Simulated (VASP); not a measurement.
# Ge (Cmcm) in VASP: further runs, part 2 of 2

VASP 6.6.1. Earlier steps stand in the parts before.

### 5 Single point, LDA

This run uses another cell than the first one, of 18.98 Å³/atom, 1.095 times its volume.

The input, INCAR:

```
SYSTEM = Ge
  ALGO = Normal
  EDIFF = 1E-6
  ENCUT = 520
  GGA = CA
  ISIF = 2
  ISMEAR = -1
  LASPH = .TRUE.
  LCHARG = .FALSE.
  LREAL = .FALSE.
  LWAVE = .FALSE.
  NBANDS = 21
  NELM = 60
  PREC = Accurate
  SIGMA = 0.1
```

The input, KPOINTS:

```
k-points
0
G
  11 11 6
  0 0 0
```

The input, POSCAR:

```
Ge
1.0
    1.5076348903     -2.6288345735      0.0000000000
    1.5076348903      2.6288345735      0.0000000000
    0.0000000000      0.0000000000      4.7898083449
Ge
2
Direct
    0.6665530000      0.3334470000      0.2500000000
    0.3334470000      0.6665530000      0.7500000000
```

Potentials or basis: VASP PAW LDA potentials, release 64 (Ge_d).

Launch:

```sh
$ cat potpaw_LDA.64/Ge_d/POTCAR > POTCAR
$ mpirun -np 1 vasp_std > vasp.out
```

OUTCAR:

```text
SYSTEM = Ge
   EDIFF = 1E-6
   ENCUT = 520
   GGA = CA
   ISIF = 2
   ISMEAR = -1
   LASPH = .TRUE.
   LREAL = .FALSE.
   NELM = 60
   PREC = Accurate

 ion  position               nearest neighbor table
   1  0.667  0.333  0.250-
   2  0.333  0.667  0.750-

  LATTYP: Found a base centered orthorhombic cell.
 ALAT       =     3.0152697806
 B/A-ratio  =     1.7436811727
 C/A-ratio  =     1.5885173445

  Lattice vectors:

[... 763 lines left out ...]

------------------------ aborting loop because EDIFF is reached ----------------------------------------

  FORCE on cell =-STRESS in cart. coord.  units (eV):
  Direction    XX          YY          ZZ          XY          YZ          ZX
  --------------------------------------------------------------------------------------
  -------------------------------------------------------------------------------------
  Total       -1.3476355     -1.3236629     -0.0154320      0.0000000      0.0000000      0.0000000
  in kB      -56.8689822    -55.8573602     -0.6512172      0.0000000      0.0000000      0.0000000
  external PRESSURE =     -37.7925199 kB  Pullay stress =       0.0000000 kB

 VOLUME and BASIS-vectors are now :
 -----------------------------------------------------------------------------
  energy-cutoff  :      520.00
  volume of cell :       37.97
      direct lattice vectors                 reciprocal lattice vectors
     1.507634890 -2.628834573  0.000000000     0.331645283 -0.190198351  0.000000000
     1.507634890  2.628834573  0.000000000     0.331645283  0.190198351  0.000000000
     0.000000000  0.000000000  4.789808345     0.000000000  0.000000000  0.208776621

 POSITION                                       TOTAL-FORCE (eV/Angst)
 -----------------------------------------------------------------------------------
      1.50763     -0.87568      1.19745         0.000000      0.004124     -0.000000
      1.50763      0.87568      3.59236         0.000000     -0.004124      0.000000
 -----------------------------------------------------------------------------------
    total drift:                               -0.000000     -0.000000     -0.000000

  FREE ENERGIE OF THE ION-ELECTRON SYSTEM (eV)
  ---------------------------------------------------
  free  energy   TOTEN  =        -9.7640963952 eV

  energy  without entropy=       -9.7288160354  energy(sigma->0) =       -9.74645622
```

OSZICAR:

```text
N       E                     dE             d eps       ncg     rms          rms(c)
DAV:   1     0.175308740088E+03    0.17531E+03   -0.14435E+04  6885   0.374E+03
DAV:   2     0.139428949552E+02   -0.16137E+03   -0.15639E+03  6078   0.578E+02
DAV:   3    -0.913844587777E+01   -0.23081E+02   -0.22857E+02  6786   0.131E+02
DAV:   4    -0.978899374389E+01   -0.65055E+00   -0.64983E+00  6838   0.252E+01
DAV:   5    -0.979870504698E+01   -0.97113E-02   -0.97110E-02  6847   0.341E+00    0.161E+00
DAV:   6    -0.977429259213E+01    0.24412E-01   -0.22343E-02  8254   0.219E+00    0.863E-01
DAV:   7    -0.976445919998E+01    0.98334E-02   -0.12974E-02  8205   0.130E+00    0.855E-02
DAV:   8    -0.976409587459E+01    0.36333E-03   -0.10393E-03  7163   0.560E-01    0.270E-02
DAV:   9    -0.976409621648E+01   -0.34190E-06   -0.22009E-05  6846   0.565E-02    0.110E-02
DAV:  10    -0.976409639520E+01   -0.17872E-06   -0.14111E-06  5841   0.956E-03
   1 F= -.97640964E+01 E0= -.97464562E+01  d E =-.352804E-01
```

stdout:

```text
POSCAR found type information on POSCAR Ge
 POSCAR found :  1 types and       2 ions
 scaLAPACK will be used
 LDA part: xc-table for (Slater(with rela. corr.)+CA(PZ))
 , standard interpolation
 POSCAR, INCAR and KPOINTS ok, starting setup
 FFT: planning ... GRIDC
 FFT: planning ... GRID_SOFT
 FFT: planning ... GRID
 WAVECAR not read
 entering main loop
```

Run time: 23 s. Hardware: 1 thread of Intel Xeon 6975P-C (Granite Rapids), shared host; peak memory 0.2 GiB.

Results:

```yaml
Free_energy: -9.7641 eV
Pressure: -3.8 GPa
Largest_force: 0.004 eV/Å
Band_gap_on_the_k_mesh: zero (band 14 reaches 12.76 eV, above the bottom of band 15 at 3.91 eV)
```

Forces on the atoms (eV/Å):
```
Ge   0.000  0.004  0.000
Ge   0.000 -0.004  0.000
```

### 6 Single point, LDA

This run uses another cell than the first one, of 19.53 Å³/atom, 1.126 times its volume.

The input, INCAR:

```
SYSTEM = Ge
PREC = Accurate
ENCUT = 520
EDIFF = 1E-6
ISMEAR = -1
SIGMA = 0.1
LREAL = .False.
LASPH = .True.
NELM = 100
ALGO = Normal
ISIF = 2
LWAVE = .False.
LCHARG = .True.
GGA = CA
LELF = .True.
LVHAR = .True.
NBANDS = 21
```

The input, KPOINTS:

```
regular mesh
0
Gamma
  11 11 6
  0 0 0
```

The input, POSCAR:

```
Ge
1.0
    1.5219941821     -2.6538726002      0.0000000000
    1.5219941821      2.6538726002      0.0000000000
    0.0000000000      0.0000000000      4.8354283128
Ge
2
Direct
    0.6665530000      0.3334470000      0.2500000000
    0.3334470000      0.6665530000      0.7500000000
```

Potentials or basis: VASP PAW LDA potentials, release 64 (Ge_d).

Launch:

```sh
$ cat potpaw_LDA.64/Ge_d/POTCAR > POTCAR
$ mpirun -np 1 vasp_std > vasp.out
```

OUTCAR:

```text
SYSTEM = Ge
   PREC = Accurate
   ENCUT = 520
   EDIFF = 1E-6
   ISMEAR = -1
   LREAL = .False.
   LASPH = .True.
   NELM = 100
   ISIF = 2
   GGA = CA

 ion  position               nearest neighbor table
   1  0.667  0.333  0.250-
   2  0.333  0.667  0.750-

  LATTYP: Found a base centered orthorhombic cell.
 ALAT       =     3.0439883642
 B/A-ratio  =     1.7436811726
 C/A-ratio  =     1.5885173444

  Lattice vectors:

 A1 = (   1.5219941821,  -2.6538726002,   0.0000000000)
 A2 = (   1.5219941821,   2.6538726002,   0.0000000000)
 A3 = (   0.0000000000,   0.0000000000,   4.8354283128)

Analysis of symmetry for initial positions (statically):
=====================================================================
 Subroutine PRICEL returns:
 Original cell was already a primitive cell.

 Routine SETGRP: Setting up the symmetry group for a
 base centered orthorhombic supercell.

 Subroutine GETGRP returns: Found  8 space group operations
 (whereof  4 operations were pure point group operations)
 out of a pool of  8 trial point group operations.

The static configuration has the point symmetry C_2h.
 The point group associated with its full space group is D_2h.

Analysis of symmetry for dynamics (positions and initial velocities):
=====================================================================
 Subroutine PRICEL returns:
 Original cell was already a primitive cell.

 Routine SETGRP: Setting up the symmetry group for a
 base centered orthorhombic supercell.

 Subroutine GETGRP returns: Found  8 space group operations
 (whereof  4 operations were pure point group operations)
 out of a pool of  8 trial point group operations.

The dynamic configuration has the point symmetry C_2h.
 The point group associated with its full space group is D_2h.

 Subroutine INISYM returns: Found  8 space group operations
 (whereof  4 operations are pure point group operations),
 and found     1 'primitive' translations

----------------------------------------------------------------------------------------

                                     Primitive cell

  volume of cell :      39.0623

  direct lattice vectors                    reciprocal lattice vectors
     1.521994182 -2.653872600  0.000000000     0.328516367 -0.188403920  0.000000000
     1.521994182  2.653872600  0.000000000     0.328516367  0.188403920  0.000000000
     0.000000000  0.000000000  4.835428313     0.000000000  0.000000000  0.206806913

  length of vectors
     3.059330984  3.059330984  4.835428313     0.378707064  0.378707064  0.206806913

  position of ions in fractional coordinates (direct lattice)
     0.666553000  0.333447000  0.250000000
     0.333447000  0.666553000  0.750000000

  ion indices of the primitive-cell ions
   primitive index   ion index
                 1           1
                 2           2

----------------------------------------------------------------------------------------

 KPOINTS: regular mesh

Automatic generation of k-mesh.
 Grid dimensions read from file:
 generate k-points for:   11   11    6

 Generating k-lattice:

  Cartesian coordinates                     Fractional coordinates (reciprocal lattice)
     0.029865124 -0.017127629  0.000000000     0.090909091 -0.000000000  0.000000000
     0.029865124  0.017127629  0.000000000    -0.000000000  0.090909091  0.000000000
     0.000000000  0.000000000  0.034467819     0.000000000  0.000000000  0.166666667

  Length of vectors
     0.034427915  0.034427915  0.034467819

  Shift w.r.t. Gamma in fractional coordinates (k-lattice)
     0.000000000  0.000000000  0.000000000

 Subroutine IBZKPT returns following result:
 ===========================================

 Found    144 irreducible k-points:

 Following reciprocal coordinates:
            Coordinates               Weight
  0.000000  0.000000  0.000000      1.000000
  0.090909  0.000000  0.000000      4.000000
  0.181818  0.000000  0.000000      4.000000
  0.272727  0.000000  0.000000      4.000000
  0.363636  0.000000  0.000000      4.000000
  0.454545  0.000000  0.000000      4.000000
[... 16 lines left out ...]
 -0.272727  0.181818  0.000000      4.000000
 -0.181818  0.181818  0.000000      2.000000
 [... further k-points ...]
   k-points           NKPTS =    144   k-points in BZ     NKDIM =    144   number of bands    NBANDS=     21
   number of dos      NEDOS =    301   number of ions     NIONS =      2
   total plane-waves  NPLWV =  20736
   dimension x,y,z NGX =    24 NGY =   24 NGZ =   36
   dimension x,y,z NGXF=    48 NGYF=   48 NGZF=   72
   ions per type =               2
   NGX,Y,Z   is equivalent  to a cutoff of  13.04, 13.04, 12.38 a.u.
   NGXF,Y,Z  is equivalent  to a cutoff of  26.08, 26.08, 24.75 a.u.
 SYSTEM =  Ge
   PREC   = accura    normal or accurate (medium, high low for compatibility)
   ISTART =      0    job   : 0-new  1-cont  2-samecut
   ICHARG =      2    charge: 1-file 2-atom 10-const
   ISPIN  =      1    spin polarized calculation?
   LNONCOLLINEAR =      F non collinear calculations
   LSORBIT =      F    spin-orbit coupling
   LASPH  =      T    aspherical Exc in radial PAW
   ENCUT  =  520.0 eV  38.22 Ry    6.18 a.u.   5.69  5.69  8.99*2*pi/ulx,y,z
   NELM   =    100;   NELMIN=  2; NELMDL= -5     # of ELM steps
   EDIFF  = 0.1E-05   stopping-criterion for ELM
   LREAL  =      F    real-space projection
   EDIFFG = 0.1E-04   stopping-criterion for IOM
   NSW    =      0    number of steps for IOM
   IBRION =     -1    ionic relax: 0-MD 1-quasi-New 2-CG
   NFREE  =      0    steps in history (QN), initial steepest desc. (CG)
   ISIF   =      2    stress and relaxation
   ISYM   =      2    0-nonsym 1-usesym 2-fastsym
   POTIM  = 0.5000    time-step for ionic-motion
   TEBEG  =    0.0;   TEEND  =   0.0 temperature during run
   PSTRESS=    0.0 pullay stress
   NELECT =      28.0000    total number of electrons
   NUPDOWN=      -1.0000    fix difference up-down
   EMIN   =  10.00;   EMAX   =-10.00  energy-range for DOS
   EFERMI =   0.00;   METHOD = LEGACY
   ISMEAR =    -1;   SIGMA  =   0.10  broadening in eV -4-tet -1-fermi 0-gaus
   EFERMI_NEDOS =   21; number of points for ismear=-14 and -15
   IALGO  =     38    algorithm
   IMIX   =      4    mixing-type and parameters
     AMIX     =   0.40;   BMIX     =  1.00
     AMIX_MAG =   1.60;   BMIX_MAG =  1.00
  volume/ion in A,a.u.               =      19.53       131.80
  Fermi-wavevector in a.u.,A,eV,Ry     =   1.465126  2.768686 29.206169  2.146593
  Thomas-Fermi vector in A             =   2.581020
   LORBIT       =      0    0 simple, 1 ext, 2 COOP (PROOUT), +10 PAW based schemes
   GGA     = CA    functional components
   LHFCALC =     F    Hartree Fock is set to
   AEXX    =    0.0000 exact exchange contribution
   IVDW    =     0    specifies the selected vdW correction
   LEPSILON=     F    determine dielectric tensor
   LRPA    =     F    only Hartree local field effects (RPA)
 non-spin polarized calculation
  energy-cutoff  :      520.00
  volume of cell :       39.06
 maximum number of plane-waves:      1085
   NGX = 11   NGY = 11   NGZ = 17

 number of electron      27.9999990 magnetization

 Free energy of the ion-electron system (eV)
  ---------------------------------------------------
  ext. energy  EPLUGINS =         0.00000000
  ---------------------------------------------------
  free energy    TOTEN  =        -9.73417854 eV

  energy without entropy =       -9.69856790  energy(sigma->0) =       -9.71637322

 E-fermi :   6.1152     XC(G=0): -11.4022

 val. band max:        6.1034540812   @ k =   0.2727   0.0909   0.3333
 cond. band min:       6.1246321862   @ k =  -0.4545   0.1818   0.3333
 fundamental gap:      0.0211781050
 Fermi energy:         6.1151885212

 k-point     1 :       0.0000    0.0000    0.0000
  band No.  band energies     occupation
      1     -18.6516      2.00000
      2     -18.6491      2.00000
      3     -18.6484      2.00000
      4     -18.6444      2.00000
      5     -18.6418      2.00000
      6     -18.6416      2.00000
[... 13 lines left out ...]
     20      18.7373      0.00000
     21      19.7182      0.00000
[... 529 lines left out ...]
 k-point    24 :      -0.1818    0.1818    0.0000
  band No.  band energies     occupation
      1     -18.6697      2.00000
      2     -18.6488      2.00000
      3     -18.6371      2.00000
      4     -18.6350      2.00000
      5     -18.6315      2.00000
      6     -18.6281      2.00000
[... 13 lines left out ...]
     20      18.8315      0.00000
     21      19.8678      0.00000

 [... further k-points ...]

------------------------ aborting loop because EDIFF is reached ----------------------------------------

  FORCE on cell =-STRESS in cart. coord.  units (eV):
  Direction    XX          YY          ZZ          XY          YZ          ZX
  --------------------------------------------------------------------------------------
  -------------------------------------------------------------------------------------
  Total       -1.7417756     -1.7184108     -0.4829589      0.0000000      0.0000000      0.0000000
  in kB      -71.4405468    -70.4822198    -19.8090070      0.0000000      0.0000000      0.0000000
  external PRESSURE =     -53.9105912 kB  Pullay stress =       0.0000000 kB

 VOLUME and BASIS-vectors are now :
 -----------------------------------------------------------------------------
  energy-cutoff  :      520.00
  volume of cell :       39.06
      direct lattice vectors                 reciprocal lattice vectors
     1.521994182 -2.653872600  0.000000000     0.328516367 -0.188403920  0.000000000
     1.521994182  2.653872600  0.000000000     0.328516367  0.188403920  0.000000000
     0.000000000  0.000000000  4.835428313     0.000000000  0.000000000  0.206806913

 POSITION                                       TOTAL-FORCE (eV/Angst)
 -----------------------------------------------------------------------------------
      1.52199     -0.88402      1.20886         0.000000      0.003554     -0.000000
      1.52199      0.88402      3.62657         0.000000     -0.003554      0.000000
 -----------------------------------------------------------------------------------
    total drift:                               -0.000000     -0.000000     -0.000000

  FREE ENERGIE OF THE ION-ELECTRON SYSTEM (eV)
  ---------------------------------------------------
  free  energy   TOTEN  =        -9.7341785364 eV

  energy  without entropy=       -9.6985678962  energy(sigma->0) =       -9.71637322
```

Run time: 24 s. Hardware: 1 thread of Intel Xeon 6975P-C (Granite Rapids), shared host; peak memory 0.2 GiB.

Results:

```
Free energy            : -9.7342 eV
Pressure               : -5.4 GPa
Largest force          : 0.004 eV/Å
Band gap on the k mesh : zero (band 14 reaches 12.28 eV, above the bottom of band 15 at 3.71 eV)
```

Forces in eV/Å, atoms in the order of the input:
```
Ge   0.000  0.004  0.000
Ge   0.000 -0.004  0.000
```

Levels at points of the mesh, in eV from the Fermi level:
```tsv
k point	band 10	band 11	band 12	band 13	band 14	band 15	band 16	band 17	band 18	band 19
(0.00, 0.00, 0.00)	-24.68	-12.86	-7.48	-5.15	6.03	6.14	7.97	8.08	9.18	10.84
(0.00, 0.00, 0.50)	-24.70	-11.28	-11.28	1.65	1.65	7.06	7.06	7.17	7.17	12.15
```

### 7 The runs side by side

| cell | gap on the mesh (eV) | pressure (GPa) | largest force (eV/Å) |
| --- | --- | --- | --- |
| a = 2.940, b = 2.940, c = 4.647 Å, angles 90.0, 90.0, 120.3°, 2 atoms | none | 3.1 | 0.01 |
| a = 2.971, b = 2.971, c = 4.696 Å, angles 90.0, 90.0, 120.3°, 2 atoms | none | 0.4 | 0.01 |
| a = 3.001, b = 3.001, c = 4.743 Å, angles 90.0, 90.0, 120.3°, 2 atoms | none | -1.9 | - |
| a = 3.030, b = 3.030, c = 4.790 Å, angles 90.0, 90.0, 120.3°, 2 atoms | none | -3.8 | - |
| a = 3.059, b = 3.059, c = 4.835 Å, angles 90.0, 90.0, 120.3°, 2 atoms | none | -5.4 | - |

Alike in all rows: task single point; level LDA; potentials or basis VASP PAW LDA potentials, release 64 (Ge_d); no spin polarisation; k mesh 11 × 11 × 6; cutoff (eV) 520; smearing fermi-dirac 0.1 eV.

Total energies depend on the potentials used, so only differences within one code and one set of settings carry meaning.
